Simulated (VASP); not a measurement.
# Ba2RuN2 (I4/mmm) in VASP: further runs

Runs on Ba2RuN2. Level: PBE. Tasks: single point.

All numbers are computed with VASP 6.6.1; they aren't measurements. Logs are shortened: lines on timing, memory, paths and dates and some standing lists are left out, and cuts for length are marked.

### 1 The cell of the first run

It takes space group I4/mmm (No. 139, tetragonal). The conventional cell has a = 4.223 Å, b = 4.223 Å, c = 13.244 Å, α = 90.00°, β = 90.00°, γ = 90.00°. Within 3.9 Å of Ba (site symmetry 4mm) lie 5 N at 2.97 to 2.99 Å and 4 Ru at 3.50 Å and 1 Ba at 3.66 Å. Ru (site symmetry 4/mmm) has 2 N at 1.82 Å within 2.4 Å. N (site symmetry 4mm) has 1 Ru at 1.82 Å within 2.4 Å.

### 2 Single point, PBE (23.62 Å³/atom)

The input, INCAR:

```
ALGO = Normal
EDIFF = 1E-6
ENCUT = 520
GGA = PE
ISIF = 2
ISMEAR = 0
LASPH = True
LCHARG = False
LREAL = False
LWAVE = False
NBANDS = 30
NELM = 80
PREC = Accurate
SIGMA = 0.1
```

The input, KPOINTS:

```
k-points
0
Gamma
  12 12 12
```

The input, POSCAR:

```
Ba2RuN2
1.0
   -2.1114099098      2.1114099098      6.6221930355
    2.1114099098     -2.1114099098      6.6221930355
    2.1114099098      2.1114099098     -6.6221930355
Ba Ru N
2 1 2
Direct
    0.1381458278      0.1381458278      0.0000000000
    0.8618541722      0.8618541722      0.0000000000
    0.5000000000      0.5000000000      0.0000000000
    0.6372472923      0.6372472923      0.0000000000
    0.3627527077      0.3627527077      0.0000000000
```

Potentials or basis: VASP PAW PBE potentials, release 64 (Ba_sv, Ru_pv, N).

Command:

```sh
$ cat potpaw_PBE.64/Ba_sv/POTCAR potpaw_PBE.64/Ru_pv/POTCAR potpaw_PBE.64/N/POTCAR > POTCAR
$ mpirun -np 1 vasp_std > vasp.out
```

OUTCAR:

```text
EDIFF = 1E-6
   ENCUT = 520
   GGA = PE
   ISIF = 2
   ISMEAR = 0
   LASPH = True
   LREAL = False
   NELM = 80
   PREC = Accurate

 ion  position               nearest neighbor table
   1  0.138  0.138  0.000-   5 2.97   4 2.99   4 2.99   4 2.99   4 2.99   3 3.50   3 3.50   3 3.50
                             3 3.50   2 3.66   2 4.21   2 4.21   2 4.21   2 4.21
   2  0.862  0.862  0.000-   4 2.97   5 2.99   5 2.99   5 2.99   5 2.99   3 3.50   3 3.50   3 3.50
                             3 3.50   1 3.66   1 4.21   1 4.21   1 4.21   1 4.21
   3  0.500  0.500  0.000-   4 1.82   5 1.82   1 3.50   2 3.50   1 3.50   1 3.50   1 3.50   2 3.50
                             2 3.50   2 3.50
   4  0.637  0.637  0.000-   3 1.82   2 2.97   1 2.99   1 2.99   1 2.99   1 2.99
   5  0.363  0.363  0.000-   3 1.82   1 2.97   2 2.99   2 2.99   2 2.99   2 2.99

  LATTYP: Found a body centered tetragonal cell.
 ALAT       =     4.2228198196
 C/A-ratio  =     3.1363843680

  Lattice vectors:

 A1 = (  -2.1114099098,   2.1114099098,   6.6221930355)
 A2 = (   2.1114099098,  -2.1114099098,   6.6221930355)
 A3 = (   2.1114099098,   2.1114099098,  -6.6221930355)

Analysis of symmetry for initial positions (statically):
=====================================================================
 Subroutine PRICEL returns:
 Original cell was already a primitive cell.

 Routine SETGRP: Setting up the symmetry group for a
 body centered tetragonal supercell.

 Subroutine GETGRP returns: Found 16 space group operations
 (whereof 16 operations were pure point group operations)
 out of a pool of 16 trial point group operations.

The static configuration has the point symmetry D_4h.

Analysis of symmetry for dynamics (positions and initial velocities):
=====================================================================
 Subroutine PRICEL returns:
 Original cell was already a primitive cell.

 Routine SETGRP: Setting up the symmetry group for a
 body centered tetragonal supercell.

 Subroutine GETGRP returns: Found 16 space group operations
 (whereof 16 operations were pure point group operations)
 out of a pool of 16 trial point group operations.

The dynamic configuration has the point symmetry D_4h.

 Subroutine INISYM returns: Found 16 space group operations
 (whereof 16 operations are pure point group operations),
 and found     1 'primitive' translations

----------------------------------------------------------------------------------------

                                     Primitive cell

  volume of cell :     118.0883

  direct lattice vectors                    reciprocal lattice vectors
    -2.111409910  2.111409910  6.622193035     0.000000000  0.236808588  0.075503688
     2.111409910 -2.111409910  6.622193035     0.236808588  0.000000000  0.075503688
     2.111409910  2.111409910 -6.622193035     0.236808588  0.236808588  0.000000000

  length of vectors
     7.264264878  7.264264878  7.264264878     0.248554047  0.248554047  0.334897917

  position of ions in fractional coordinates (direct lattice)
     0.138145828  0.138145828  0.000000000
     0.861854172  0.861854172  0.000000000
     0.500000000  0.500000000  0.000000000
     0.637247292  0.637247292  0.000000000
     0.362752708  0.362752708  0.000000000

  ion indices of the primitive-cell ions
   primitive index   ion index
                 1           1
                 2           2
                 3           3
                 4           4
                 5           5

----------------------------------------------------------------------------------------

 KPOINTS: k-points

Automatic generation of k-mesh.
 Grid dimensions read from file:
 generate k-points for:   12   12   12

 Generating k-lattice:

  Cartesian coordinates                     Fractional coordinates (reciprocal lattice)
     0.000000000  0.019734049  0.006291974     0.083333333  0.000000000  0.000000000
     0.019734049  0.000000000  0.006291974     0.000000000  0.083333333  0.000000000
     0.019734049  0.019734049  0.000000000     0.000000000  0.000000000  0.083333333

  Length of vectors
     0.020712837  0.020712837  0.027908160

  Shift w.r.t. Gamma in fractional coordinates (k-lattice)
     0.000000000  0.000000000  0.000000000

 Subroutine IBZKPT returns following result:
 ===========================================

 Found    163 irreducible k-points:

 Following reciprocal coordinates:
            Coordinates               Weight
  0.000000  0.000000  0.000000      1.000000
  0.083333  0.000000 -0.000000      8.000000
  0.166667  0.000000 -0.000000      8.000000
  0.250000  0.000000 -0.000000      8.000000
  0.333333  0.000000 -0.000000      8.000000
  0.416667  0.000000 -0.000000      8.000000
[... 16 lines left out ...]
  0.500000  0.166667 -0.000000     16.000000
 -0.416667  0.166667  0.000000     16.000000
 [... further k-points ...]
   k-points           NKPTS =    163   k-points in BZ     NKDIM =    163   number of bands    NBANDS=     30
   number of dos      NEDOS =    301   number of ions     NIONS =      5
   total plane-waves  NPLWV = 157464
   dimension x,y,z NGX =    54 NGY =   54 NGZ =   54
   dimension x,y,z NGXF=   108 NGYF=  108 NGZF=  108
   ions per type =               2   1   2
   NGX,Y,Z   is equivalent  to a cutoff of  12.36, 12.36, 12.36 a.u.
   NGXF,Y,Z  is equivalent  to a cutoff of  24.72, 24.72, 24.72 a.u.
 SYSTEM =  unknown system
   PREC   = accura    normal or accurate (medium, high low for compatibility)
   ISTART =      0    job   : 0-new  1-cont  2-samecut
   ICHARG =      2    charge: 1-file 2-atom 10-const
   ISPIN  =      1    spin polarized calculation?
   LNONCOLLINEAR =      F non collinear calculations
   LSORBIT =      F    spin-orbit coupling
   LASPH  =      T    aspherical Exc in radial PAW
   ENCUT  =  520.0 eV  38.22 Ry    6.18 a.u.  13.51 13.51 13.51*2*pi/ulx,y,z
   NELM   =     80;   NELMIN=  2; NELMDL= -5     # of ELM steps
   EDIFF  = 0.1E-05   stopping-criterion for ELM
   LREAL  =      F    real-space projection
   EDIFFG = 0.1E-04   stopping-criterion for IOM
   NSW    =      0    number of steps for IOM
   IBRION =     -1    ionic relax: 0-MD 1-quasi-New 2-CG
   NFREE  =      0    steps in history (QN), initial steepest desc. (CG)
   ISIF   =      2    stress and relaxation
   ISYM   =      2    0-nonsym 1-usesym 2-fastsym
   POTIM  = 0.5000    time-step for ionic-motion
   TEBEG  =    0.0;   TEEND  =   0.0 temperature during run
   PSTRESS=    0.0 pullay stress
   NELECT =      44.0000    total number of electrons
   NUPDOWN=      -1.0000    fix difference up-down
   EMIN   =  10.00;   EMAX   =-10.00  energy-range for DOS
   EFERMI =   0.00;   METHOD = LEGACY
   ISMEAR =     0;   SIGMA  =   0.10  broadening in eV -4-tet -1-fermi 0-gaus
   EFERMI_NEDOS =   21; number of points for ismear=-14 and -15
   IALGO  =     38    algorithm
   IMIX   =      4    mixing-type and parameters
     AMIX     =   0.40;   BMIX     =  1.00
     AMIX_MAG =   1.60;   BMIX_MAG =  1.00
  volume/ion in A,a.u.               =      23.62       159.38
  Fermi-wavevector in a.u.,A,eV,Ry     =   1.178031  2.226156 18.881583  1.387757
  Thomas-Fermi vector in A             =   2.314367
   LORBIT       =      0    0 simple, 1 ext, 2 COOP (PROOUT), +10 PAW based schemes
   GGA     = PE    functional components
   LHFCALC =     F    Hartree Fock is set to
   AEXX    =    0.0000 exact exchange contribution
   IVDW    =     0    specifies the selected vdW correction
   LEPSILON=     F    determine dielectric tensor
   LRPA    =     F    only Hartree local field effects (RPA)
 non-spin polarized calculation
 Gauss-broadening in eV      SIGMA  =   0.10
  energy-cutoff  :      520.00
  volume of cell :      118.09
 maximum number of plane-waves:      3197
   NGX = 27   NGY = 27   NGZ = 27

 number of electron      44.0000000 magnetization

 Free energy of the ion-electron system (eV)
  ---------------------------------------------------
  ext. energy  EPLUGINS =         0.00000000
  ---------------------------------------------------
  free energy    TOTEN  =       -31.60452819 eV

  energy without entropy =      -31.60350986  energy(sigma->0) =      -31.60401902

 E-fermi :   3.9175     XC(G=0):  -9.5298

 val. band max:        3.8975996143   @ k =   0.3333   0.3333   0.1667
 cond. band min:       3.9388208343   @ k =   0.2500   0.2500   0.2500
 fundamental gap:      0.0412212200
 Fermi energy:         3.9175298639

 k-point     1 :       0.0000    0.0000    0.0000
  band No.  band energies     occupation
      1     -39.8673      2.00000
      2     -38.4762      2.00000
      3     -38.4762      2.00000
      4     -24.0002      2.00000
      5     -23.8623      2.00000
      6     -10.4576      2.00000
[... 22 lines left out ...]
     29       7.5535      0.00000
     30       7.5670      0.00000

 k-point     2 :       0.0833    0.0000   -0.0000
  band No.  band energies     occupation
      1     -39.8673      2.00000
      2     -38.4764      2.00000
      3     -38.4762      2.00000
      4     -23.9962      2.00000
      5     -23.8620      2.00000
      6     -10.5027      2.00000
[... 22 lines left out ...]
     29       7.5631      0.00000
     30       7.7127      0.00000

 k-point     3 :       0.1667    0.0000   -0.0000
  band No.  band energies     occupation
      1     -39.8672      2.00000
      2     -38.4768      2.00000
      3     -38.4762      2.00000
      4     -23.9851      2.00000
      5     -23.8612      2.00000
      6     -10.6225      2.00000
[... 22 lines left out ...]
     29       7.6297      0.00000
     30       7.8640      0.00000

 k-point     4 :       0.2500    0.0000   -0.0000
  band No.  band energies     occupation
      1     -39.8672      2.00000
      2     -38.4775      2.00000
      3     -38.4761      2.00000
      4     -23.9691      2.00000
      5     -23.8608      2.00000
      6     -10.7768      2.00000
[... 616 lines left out ...]
     29       8.3984      0.00000
     30       8.8243      0.00000

 k-point    23 :       0.5000    0.1667   -0.0000
  band No.  band energies     occupation
      1     -39.8670      2.00000
      2     -38.4787      2.00000
      3     -38.4766      2.00000
      4     -23.9251      2.00000
      5     -23.8572      2.00000
      6     -10.9496      2.00000
[... 22 lines left out ...]
     29       8.4962      0.00000
     30       8.7336      0.00000

 k-point    24 :      -0.4167    0.1667    0.0000
  band No.  band energies     occupation
      1     -39.8670      2.00000
      2     -38.4785      2.00000
      3     -38.4766      2.00000
      4     -23.9330      2.00000
      5     -23.8535      2.00000
      6     -10.9286      2.00000
[... 22 lines left out ...]
     29       8.2873      0.00000
     30       8.5851      0.00000

 [... further k-points ...]

------------------------ aborting loop because EDIFF is reached ----------------------------------------

  FORCE on cell =-STRESS in cart. coord.  units (eV):
  Direction    XX          YY          ZZ          XY          YZ          ZX
  --------------------------------------------------------------------------------------
  -------------------------------------------------------------------------------------
  Total       -0.5655478     -0.5655478     -0.8737078      0.0000000      0.0000000      0.0000000
  in kB       -7.6731369     -7.6731369    -11.8541345      0.0000000      0.0000000      0.0000000
  external PRESSURE =      -9.0668027 kB  Pullay stress =       0.0000000 kB

 VOLUME and BASIS-vectors are now :
 -----------------------------------------------------------------------------
  energy-cutoff  :      520.00
  volume of cell :      118.09
      direct lattice vectors                 reciprocal lattice vectors
    -2.111409910  2.111409910  6.622193035     0.000000000  0.236808588  0.075503688
     2.111409910 -2.111409910  6.622193035     0.236808588  0.000000000  0.075503688
     2.111409910  2.111409910 -6.622193035     0.236808588  0.236808588  0.000000000

 POSITION                                       TOTAL-FORCE (eV/Angst)
 -----------------------------------------------------------------------------------
      0.00000      0.00000      1.82966        -0.000000     -0.000000      0.040079
      0.00000      0.00000     11.41473        -0.000000     -0.000000     -0.040079
      0.00000      0.00000      6.62219        -0.000000     -0.000000      0.000000
      0.00000      0.00000      8.43995         0.000000      0.000000     -0.071319
      0.00000      0.00000      4.80444         0.000000      0.000000      0.071319
 -----------------------------------------------------------------------------------
    total drift:                                0.000000     -0.000000      0.000000

  FREE ENERGIE OF THE ION-ELECTRON SYSTEM (eV)
  ---------------------------------------------------
  free  energy   TOTEN  =       -31.6045281876 eV

  energy  without entropy=      -31.6035098602  energy(sigma->0) =      -31.60401902
```

Run time: 12 min. Hardware: 1 thread of Intel Xeon 6975P-C (Granite Rapids), shared host; peak memory 0.79 GiB.

What came out:

| Property | Result |
| --- | --- |
| Free energy | -31.6045 eV |
| Pressure | -0.9 GPa |
| Largest force | 0.071 eV/Å |
| Band gap on the k mesh | zero (filled and empty bands touch) |

Forces in eV/Å, atoms in the order of the input:
```
Ba   0.000  0.000  0.040
Ba   0.000  0.000 -0.040
Ru   0.000  0.000  0.000
N    0.000  0.000 -0.071
N    0.000  0.000  0.071
```

Stress tensor (GPa, compression positive):
```
-0.77  0.00  0.00
 0.00 -0.77  0.00
 0.00  0.00 -1.19
```

Caveat: spin-orbit coupling is left out, which moves the levels of the heavy elements.

### 3 Single point, PBE (24.31 Å³/atom)

This run uses another cell than the first one, of 24.31 Å³/atom.

The input, INCAR:

```
SYSTEM = Ba2RuN2
ALGO = Normal ; EDIFF = 1E-7
ENCUT = 520 ; GGA = PE
ISIF = 2 ; ISMEAR = 0
LASPH = .True. ; LCHARG = .True.
LELF = .True. ; LREAL = .False.
LVHAR = .True. ; LWAVE = .False.
NBANDS = 30 ; NELM = 80
PREC = Accurate ; SIGMA = 0.1
```

The input, KPOINTS:

```
k-points
0
Gamma
  12 12 12
  0 0 0
```

The input, POSCAR:

```
Ba2RuN2
1.0
   -2.1323280190      2.1323280190      6.6820167606
    2.1323280190     -2.1323280190      6.6820167606
    2.1323280190      2.1323280190     -6.6820167606
Ba Ru N
2 1 2
Direct
    0.1377584576      0.1377584576      0.0000000000
    0.8622415424      0.8622415424      0.0000000000
    0.5000000000      0.5000000000      0.0000000000
    0.6361594765      0.6361594765      0.0000000000
    0.3638405235      0.3638405235      0.0000000000
```

Potentials or basis: VASP PAW PBE potentials, release 64 (Ba_sv, Ru_pv, N).

Command:

```sh
$ cat potpaw_PBE.64/Ba_sv/POTCAR potpaw_PBE.64/Ru_pv/POTCAR potpaw_PBE.64/N/POTCAR > POTCAR
$ mpirun -np 1 vasp_std > vasp.out
```

Wall time 15 min (1 thread of Intel Xeon 6975P-C (Granite Rapids), shared host); peak memory 0.83 GiB.

Results (log left out):

```
Free energy            : -31.5729 eV
Pressure               : -2.3 GPa
Largest force          : 0.064 eV/Å
Band gap on the k mesh : zero (filled and empty bands touch)
```

Forces on the atoms (eV/Å):
```
Ba   0.000  0.000  0.040
Ba   0.000  0.000 -0.040
Ru   0.000  0.000  0.000
N    0.000  0.000 -0.064
N    0.000  0.000  0.064
```

Stress tensor (GPa, compression positive):
```
-2.14  0.00  0.00
 0.00 -2.14  0.00
 0.00  0.00 -2.52
```

Levels at points of the mesh, in eV from the Fermi level:
```
           k point  band 19  band 20  band 21  band 22  band 23  band 24  band 25  band 26
(0.00, 0.00, 0.00)    -1.83    -1.68    -1.64    -1.10     0.92     1.02     1.02     2.20
(0.50, 0.00, 0.00)    -2.04    -1.97    -1.29    -0.49     0.60     0.96     1.76     3.14
(0.50, 0.50, 0.00)    -1.67    -1.36    -0.60    -0.04     0.05     0.18     1.35     1.48
(0.50, 0.50, 0.50)    -1.89    -1.88    -1.88    -1.09     1.40     1.46     1.46     2.11
```

Caveat: spin-orbit coupling is left out, which moves the levels of the heavy elements.

The gap in the log of VASP goes by the Fermi energy; the results here count the filled bands.